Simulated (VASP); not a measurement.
# Rh (I4/mmm) in VASP: notebook

The runs below take Rh through single point, with PBEsol.

All numbers are computed with VASP 6.6.1; they aren't measurements. Logs are shortened: lines on timing, memory, paths and dates and some standing lists are left out, and cuts for length are marked.

### 1 The cell of the first run

The structure is tetragonal, space group I4/mmm (No. 139). Conventional cell: a = 2.756 Å, b = 2.756 Å, c = 3.993 Å, α = 90.00°, β = 90.00°, γ = 90.00°. Rh (site symmetry 4/mmm) has 12 Rh at 2.76 to 2.79 Å within 3.6 Å.

### 2 Single point, PBEsol (strain +0.025 along x and y, +0.050 along z)

File INCAR:

```
  PREC = Accurate
  ENCUT = 520
  EDIFF = 1E-6
  ISMEAR = 0
  SIGMA = 0.15
  LREAL = F
  LASPH = T
  NELM = 100
  ALGO = Fast
  ISIF = 2
  LWAVE = F
  LCHARG = F
  GGA = PS
  NBANDS = 14
```

File KPOINTS:

```
regular mesh
0
Gamma
  22 22 22
```

File POSCAR:

```
Rh
1.0
    0.0000000000      1.9490887500      1.9966275000
    1.9490887500      0.0000000000      1.9966275000
    1.9490887500      1.9490887500      0.0000000000
Rh
1
Direct
    0.0000000000      0.0000000000      0.0000000000
```

Potentials or basis: VASP PAW PBE potentials, release 64 (Rh_pv).

The run is started by

```bash
$ cat potpaw_PBE.64/Rh_pv/POTCAR > POTCAR
$ mpirun -np 1 vasp_std > vasp.out
```

OUTCAR:

```text
PREC = Accurate
   ENCUT = 520
   EDIFF = 1E-6
   ISMEAR = 0
   LREAL = F
   LASPH = T
   NELM = 100
   ISIF = 2
   GGA = PS

 ion  position               nearest neighbor table
   1  0.000  0.000  0.000-

  LATTYP: Found a body centered tetragonal cell.
 ALAT       =     2.7564277445
 C/A-ratio  =     1.4487065761

  Lattice vectors:

 A1 = (  -1.9490887500,   0.0000000000,   1.9966275000)
 A2 = (   1.9490887500,   0.0000000000,   1.9966275000)
 A3 = (   0.0000000000,   1.9490887500,  -1.9966275000)

Analysis of symmetry for initial positions (statically):
=====================================================================
 Subroutine PRICEL returns:
 Original cell was already a primitive cell.

 Routine SETGRP: Setting up the symmetry group for a
 body centered tetragonal supercell.

 Subroutine GETGRP returns: Found 16 space group operations
 (whereof 16 operations were pure point group operations)
 out of a pool of 16 trial point group operations.

The static configuration has the point symmetry D_4h.

Analysis of symmetry for dynamics (positions and initial velocities):
=====================================================================
 Subroutine PRICEL returns:
 Original cell was already a primitive cell.

 Routine SETGRP: Setting up the symmetry group for a
 body centered tetragonal supercell.

 Subroutine GETGRP returns: Found 16 space group operations
 (whereof 16 operations were pure point group operations)
 out of a pool of 16 trial point group operations.

The dynamic configuration has the point symmetry D_4h.

 Subroutine INISYM returns: Found 16 space group operations
 (whereof 16 operations are pure point group operations),
 and found     1 'primitive' translations

----------------------------------------------------------------------------------------

                                     Primitive cell

  volume of cell :      15.1702

  direct lattice vectors                    reciprocal lattice vectors
     0.000000000  1.949088750  1.996627500    -0.256530135  0.256530135  0.250422275
     1.949088750  0.000000000  1.996627500     0.256530135 -0.256530135  0.250422275
     1.949088750  1.949088750  0.000000000     0.256530135  0.256530135 -0.250422275

  length of vectors
     2.790245209  2.790245209  2.756427745     0.440825063  0.440825063  0.440825063

  position of ions in fractional coordinates (direct lattice)
     0.000000000  0.000000000  0.000000000

  ion indices of the primitive-cell ions
   primitive index   ion index
                 1           1

----------------------------------------------------------------------------------------

 KPOINTS: regular mesh

Automatic generation of k-mesh.
 Grid dimensions read from file:
 generate k-points for:   22   22   22

 Generating k-lattice:

  Cartesian coordinates                     Fractional coordinates (reciprocal lattice)
    -0.011660461  0.011660461  0.011382831     0.045454545 -0.000000000  0.000000000
     0.011660461 -0.011660461  0.011382831    -0.000000000  0.045454545  0.000000000
     0.011660461  0.011660461 -0.011382831     0.000000000  0.000000000  0.045454545

  Length of vectors
     0.020037503  0.020037503  0.020037503

  Shift w.r.t. Gamma in fractional coordinates (k-lattice)
     0.000000000  0.000000000  0.000000000

 Subroutine IBZKPT returns following result:
 ===========================================

 Found    834 irreducible k-points:

 Following reciprocal coordinates:
            Coordinates               Weight
  0.000000  0.000000  0.000000      1.000000
  0.045455  0.000000  0.000000      8.000000
  0.090909  0.000000  0.000000      8.000000
  0.136364  0.000000  0.000000      8.000000
  0.181818  0.000000  0.000000      8.000000
  0.227273  0.000000  0.000000      8.000000
[... 16 lines left out ...]
  0.500000  0.045455  0.000000      8.000000
 -0.454545  0.045455  0.000000      8.000000
 [... further k-points ...]
   k-points           NKPTS =    834   k-points in BZ     NKDIM =    834   number of bands    NBANDS=     14
   number of dos      NEDOS =    301   number of ions     NIONS =      1
   total plane-waves  NPLWV =  13824
   dimension x,y,z NGX =    24 NGY =   24 NGZ =   24
   dimension x,y,z NGXF=    48 NGYF=   48 NGZF=   48
   ions per type =               1
   NGX,Y,Z   is equivalent  to a cutoff of  14.30, 14.30, 14.47 a.u.
   NGXF,Y,Z  is equivalent  to a cutoff of  28.60, 28.60, 28.95 a.u.
 SYSTEM =  unknown system
   PREC   = accura    normal or accurate (medium, high low for compatibility)
   ISTART =      0    job   : 0-new  1-cont  2-samecut
   ICHARG =      2    charge: 1-file 2-atom 10-const
   ISPIN  =      1    spin polarized calculation?
   LNONCOLLINEAR =      F non collinear calculations
   LSORBIT =      F    spin-orbit coupling
   LASPH  =      T    aspherical Exc in radial PAW
   ENCUT  =  520.0 eV  38.22 Ry    6.18 a.u.   5.19  5.19  5.13*2*pi/ulx,y,z
   NELM   =    100;   NELMIN=  2; NELMDL= -5     # of ELM steps
   EDIFF  = 0.1E-05   stopping-criterion for ELM
   LREAL  =      F    real-space projection
   EDIFFG = 0.1E-04   stopping-criterion for IOM
   NSW    =      0    number of steps for IOM
   IBRION =     -1    ionic relax: 0-MD 1-quasi-New 2-CG
   NFREE  =      0    steps in history (QN), initial steepest desc. (CG)
   ISIF   =      2    stress and relaxation
   ISYM   =      2    0-nonsym 1-usesym 2-fastsym
   POTIM  = 0.5000    time-step for ionic-motion
   TEBEG  =    0.0;   TEEND  =   0.0 temperature during run
   PSTRESS=    0.0 pullay stress
   NELECT =      15.0000    total number of electrons
   NUPDOWN=      -1.0000    fix difference up-down
   EMIN   =  10.00;   EMAX   =-10.00  energy-range for DOS
   EFERMI =   0.00;   METHOD = LEGACY
   ISMEAR =     0;   SIGMA  =   0.15  broadening in eV -4-tet -1-fermi 0-gaus
   EFERMI_NEDOS =   21; number of points for ismear=-14 and -15
   IALGO  =     68    algorithm
   IMIX   =      4    mixing-type and parameters
     AMIX     =   0.40;   BMIX     =  1.00
     AMIX_MAG =   1.60;   BMIX_MAG =  1.00
  volume/ion in A,a.u.               =      15.17       102.37
  Fermi-wavevector in a.u.,A,eV,Ry     =   1.630954  3.082057 36.191665  2.660012
  Thomas-Fermi vector in A             =   2.723170
   LORBIT       =      0    0 simple, 1 ext, 2 COOP (PROOUT), +10 PAW based schemes
   GGA     = PS    functional components
   LHFCALC =     F    Hartree Fock is set to
   AEXX    =    0.0000 exact exchange contribution
   IVDW    =     0    specifies the selected vdW correction
   LEPSILON=     F    determine dielectric tensor
   LRPA    =     F    only Hartree local field effects (RPA)
 non-spin polarized calculation
 RMM-DIIS sequential band-by-band and
 Gauss-broadening in eV      SIGMA  =   0.15
  energy-cutoff  :      520.00
  volume of cell :       15.17
 maximum number of plane-waves:       424
 NGX is ok and might be reduce to    24
   NGX = 11   NGY = 11   NGZ = 11

 number of electron      15.0000002 magnetization

 Free energy of the ion-electron system (eV)
  ---------------------------------------------------
  ext. energy  EPLUGINS =         0.00000000
  ---------------------------------------------------
  free energy    TOTEN  =        -7.99383647 eV

  energy without entropy =       -7.97614438  energy(sigma->0) =       -7.98499043

 E-fermi :  10.0289     XC(G=0): -13.5934

 val. band max:       10.0270897908   @ k =  -0.4545   0.1818   0.3636
 cond. band min:      10.0300562233   @ k =   0.4545   0.0909   0.3182
 fundamental gap:      0.0029664326
 Fermi energy:        10.0288844478

 k-point     1 :       0.0000    0.0000    0.0000
  band No.  band energies     occupation
      1     -36.1410      2.00000
      2     -36.1297      2.00000
      3     -36.1297      2.00000
      4       2.6977      2.00000
      5       7.2254      2.00000
      6       7.4582      2.00000
      7       7.4582      2.00000
      8       9.0444      2.00000
      9       9.3206      2.00000
     10      26.0039      0.00000
     11      30.4812      0.00000
     12      30.6870      0.00000
     13      31.1055      0.00000
     14      31.1055      0.00000

 k-point     2 :       0.0455    0.0000    0.0000
  band No.  band energies     occupation
      1     -36.1473      2.00000
      2     -36.1359      2.00000
      3     -36.1310      2.00000
      4       2.7741      2.00000
      5       7.2332      2.00000
      6       7.4473      2.00000
      7       7.4869      2.00000
      8       9.0314      2.00000
      9       9.3027      2.00000
     10      26.1038      0.00000
     11      30.2765      0.00000
     12      30.6878      0.00000
     13      30.9246      0.00000
     14      31.2075      0.00000

 k-point     3 :       0.0909    0.0000    0.0000
  band No.  band energies     occupation
      1     -36.1765      2.00000
      2     -36.1433      2.00000
      3     -36.1349      2.00000
      4       2.9976      2.00000
      5       7.2143      2.00000
      6       7.4588      2.00000
      7       7.5665      2.00000
      8       9.0019      2.00000
      9       9.2573      2.00000
     10      26.3754      0.00000
     11      29.3015      0.00000
     12      30.6896      0.00000
     13      31.1041      0.00000
     14      31.5049      0.00000
[... 324 lines left out ...]
 k-point    23 :       0.5000    0.0455    0.0000
  band No.  band energies     occupation
      1     -36.6498      2.00000
      2     -36.2265      2.00000
      3     -36.1963      2.00000
      4       4.7062      2.00000
      5       7.1666      2.00000
      6       7.4950      2.00000
      7       9.8958      1.79053
      8      10.4648      0.00004
      9      11.4768      0.00000
     10      17.7173      0.00000
     11      25.5159      0.00000
     12      29.9113      0.00000
     13      30.4037      0.00000
     14      30.6907      0.00000

 k-point    24 :      -0.4545    0.0455    0.0000
  band No.  band energies     occupation
      1     -36.6472      2.00000
      2     -36.2277      2.00000
      3     -36.1940      2.00000
      4       4.7112      2.00000
      5       7.1826      2.00000
      6       7.4932      2.00000
      7       9.8689      1.86852
      8      10.3883      0.00070
      9      11.4449      0.00000
     10      17.8437      0.00000
     11      25.5352      0.00000
     12      29.7808      0.00000
     13      30.6567      0.00000
     14      30.6904      0.00000

 [... further k-points ...]
[... 5 lines left out ...]
  --------------------------------------------------------------------------------------
  -------------------------------------------------------------------------------------
  Total       -2.2621125     -2.2621125     -2.6868464      0.0000000      0.0000000     -0.0000000
  in kB     -238.9100975   -238.9100975   -283.7678198      0.0000000      0.0000000     -0.0000000
  external PRESSURE =    -253.8626716 kB  Pullay stress =       0.0000000 kB

 VOLUME and BASIS-vectors are now :
 -----------------------------------------------------------------------------
  energy-cutoff  :      520.00
  volume of cell :       15.17
      direct lattice vectors                 reciprocal lattice vectors
     0.000000000  1.949088750  1.996627500    -0.256530135  0.256530135  0.250422275
     1.949088750  0.000000000  1.996627500     0.256530135 -0.256530135  0.250422275
     1.949088750  1.949088750  0.000000000     0.256530135  0.256530135 -0.250422275

 POSITION                                       TOTAL-FORCE (eV/Angst)
 -----------------------------------------------------------------------------------
      0.00000      0.00000      0.00000         0.000000      0.000000      0.000000
 -----------------------------------------------------------------------------------
    total drift:                                0.000000     -0.000000     -0.000000

  FREE ENERGIE OF THE ION-ELECTRON SYSTEM (eV)
  ---------------------------------------------------
  free  energy   TOTEN  =        -7.9938364733 eV

  energy  without entropy=       -7.9761443836  energy(sigma->0) =       -7.98499043
```

Wall time 2.7 min (1 thread of AMD EPYC 7R13 (Zen 3), shared host); peak memory 0.24 GiB.

Results:

```yaml
Free_energy: -7.9938 eV
Pressure: -25.4 GPa
```

Stress tensor (GPa, compression positive):
```
-23.89   0.00   0.00
  0.00 -23.89   0.00
  0.00   0.00 -28.38
```

Caveat: the cell differs from its parent crystal (strain +0.025 along x and y, +0.050 along z); the PAW data sets were made with another functional, which shifts forces and pressure a little.

### 3 Single point, PBEsol (strain +0.050 along x and y, +0.025 along z)

File INCAR:

```
PREC = Accurate
ENCUT = 520
EDIFF = 1E-6
ISMEAR = 0
SIGMA = 0.15
LREAL = F
LASPH = T
NELM = 100
ALGO = Fast
ISIF = 2
LWAVE = F
LCHARG = F
GGA = PS
NBANDS = 14
```

File KPOINTS:

```
Automatic mesh
0
Gamma
  22 22 22
```

File POSCAR:

```
Rh
1.0
    0.0000000000      1.9966275000      1.9490887500
    1.9966275000      0.0000000000      1.9490887500
    1.9966275000      1.9966275000      0.0000000000
Rh
1
Direct
    0.0000000000      0.0000000000      0.0000000000
```

Potentials or basis: VASP PAW PBE potentials, release 64 (Rh_pv).

The run is started by

```bash
$ cat potpaw_PBE.64/Rh_pv/POTCAR > POTCAR
$ mpirun -np 1 vasp_std > vasp.out
```

OUTCAR:

```text
PREC = Accurate
   ENCUT = 520
   EDIFF = 1E-6
   ISMEAR = 0
   LREAL = F
   LASPH = T
   NELM = 100
   ISIF = 2
   GGA = PS

 ion  position               nearest neighbor table
   1  0.000  0.000  0.000-

  LATTYP: Found a body centered tetragonal cell.
 ALAT       =     2.8236576895
 C/A-ratio  =     1.3805418109

  Lattice vectors:

 A1 = (   0.0000000000,  -1.9966275000,  -1.9490887500)
 A2 = (   0.0000000000,   1.9966275000,  -1.9490887500)
 A3 = (   1.9966275000,   0.0000000000,   1.9490887500)

Analysis of symmetry for initial positions (statically):
=====================================================================
 Subroutine PRICEL returns:
 Original cell was already a primitive cell.

 Routine SETGRP: Setting up the symmetry group for a
 body centered tetragonal supercell.

 Subroutine GETGRP returns: Found 16 space group operations
 (whereof 16 operations were pure point group operations)
 out of a pool of 16 trial point group operations.

The static configuration has the point symmetry D_4h.

Analysis of symmetry for dynamics (positions and initial velocities):
=====================================================================
[... 164 lines left out ...]

 k-point     1 :       0.0000    0.0000    0.0000
  band No.  band energies     occupation
      1     -36.4915      2.00000
      2     -36.4915      2.00000
      3     -36.4803      2.00000
      4       2.4732      2.00000
      5       7.0120      2.00000
      6       7.0120      2.00000
      7       7.2284      2.00000
      8       8.6892      2.00000
      9       8.9466      2.00000
     10      25.6009      0.00000
     11      30.1579      0.00000
     12      30.1579      0.00000
     13      30.3641      0.00000
     14      30.7736      0.00000
[... 377 lines left out ...]
      1     -36.9581      2.00000
      2     -36.5680      2.00000
      3     -36.5511      2.00000
      4       4.4940      2.00000
      5       6.9722      2.00000
      6       7.1125      2.00000
      7       9.4465      1.92254
      8      10.0751      0.00003
      9      10.9688      0.00000
     10      17.2611      0.00000
     11      25.1597      0.00000
     12      29.5573      0.00000
     13      29.5595      0.00000
     14      30.3669      0.00000

 [... further k-points ...]
[... 5 lines left out ...]
  --------------------------------------------------------------------------------------
  -------------------------------------------------------------------------------------
  Total       -2.9249909     -2.9249909     -2.5329800      0.0000000      0.0000000     -0.0000000
  in kB     -301.5639329   -301.5639329   -261.1479633      0.0000000      0.0000000     -0.0000000
  external PRESSURE =    -288.0919430 kB  Pullay stress =       0.0000000 kB

 VOLUME and BASIS-vectors are now :
 -----------------------------------------------------------------------------
  energy-cutoff  :      520.00
  volume of cell :       15.54
      direct lattice vectors                 reciprocal lattice vectors
     0.000000000  1.996627500  1.949088750    -0.250422275  0.250422275  0.256530135
     1.996627500  0.000000000  1.949088750     0.250422275 -0.250422275  0.256530135
     1.996627500  1.996627500  0.000000000     0.250422275  0.250422275 -0.256530135

 POSITION                                       TOTAL-FORCE (eV/Angst)
 -----------------------------------------------------------------------------------
      0.00000      0.00000      0.00000         0.000000      0.000000      0.000000
 -----------------------------------------------------------------------------------
    total drift:                               -0.000000     -0.000000     -0.000000

  FREE ENERGIE OF THE ION-ELECTRON SYSTEM (eV)
  ---------------------------------------------------
  free  energy   TOTEN  =        -7.9316356259 eV

  energy  without entropy=       -7.9131572561  energy(sigma->0) =       -7.92239644
```

OSZICAR:

```text
N       E                     dE             d eps       ncg     rms          rms(c)
DAV:   1     0.119390259250E+03    0.11939E+03   -0.87933E+03 23466   0.112E+03
DAV:   2    -0.700873204481E+01   -0.12640E+03   -0.12082E+03 25488   0.334E+02
DAV:   3    -0.857288713354E+01   -0.15642E+01   -0.15612E+01 28236   0.411E+01
DAV:   4    -0.857940111209E+01   -0.65140E-02   -0.65132E-02 27664   0.273E+00
DAV:   5    -0.857946685920E+01   -0.65747E-04   -0.65740E-04 29020   0.244E-01    0.830E+00
RMM:   6    -0.794493316026E+01    0.63453E+00   -0.11731E+00 25174   0.103E+01    0.218E+00
RMM:   7    -0.793549980127E+01    0.94334E-02   -0.23231E-02 26266   0.166E+00    0.116E+00
RMM:   8    -0.793179702344E+01    0.37028E-02   -0.41617E-03 27375   0.750E-01    0.132E-01
RMM:   9    -0.793162704880E+01    0.16997E-03   -0.53058E-04 28371   0.242E-01    0.113E-02
RMM:  10    -0.793163630808E+01   -0.92593E-05   -0.58692E-05 28743   0.929E-02    0.630E-03
RMM:  11    -0.793163514662E+01    0.11615E-05   -0.71462E-06 27349   0.316E-02    0.208E-03
RMM:  12    -0.793163562587E+01   -0.47925E-06   -0.17038E-06 20237   0.168E-02
   1 F= -.79316356E+01 E0= -.79223964E+01  d E =-.184784E-01
```

stdout:

```text
POSCAR found type information on POSCAR Rh
 POSCAR found :  1 types and       1 ions
 scaLAPACK will be used
 -----------------------------------------------------------------------------
|                                                                             |
|                                                                             |
|     You enforced a specific xc type in the INCAR file but a different       |
|     I HOPE YOU KNOW WHAT YOU ARE DOING!                                     |
|                                                                             |
 -----------------------------------------------------------------------------

 LDA part: xc-table for (Slater+PW92), standard interpolation
 POSCAR, INCAR and KPOINTS ok, starting setup
 FFT: planning ... GRIDC
 FFT: planning ... GRID_SOFT
 FFT: planning ... GRID
 WAVECAR not read
 entering main loop
```

It took 2.9 min on 1 thread of AMD EPYC 7R13 (Zen 3), shared host; peak memory 0.24 GiB.

What came out:

```
Free energy : -7.9316 eV
Pressure    : -28.8 GPa
```

Caveat: the cell differs from its parent crystal (strain +0.050 along x and y, +0.025 along z); the PAW data sets were made with another functional, which shifts forces and pressure a little.
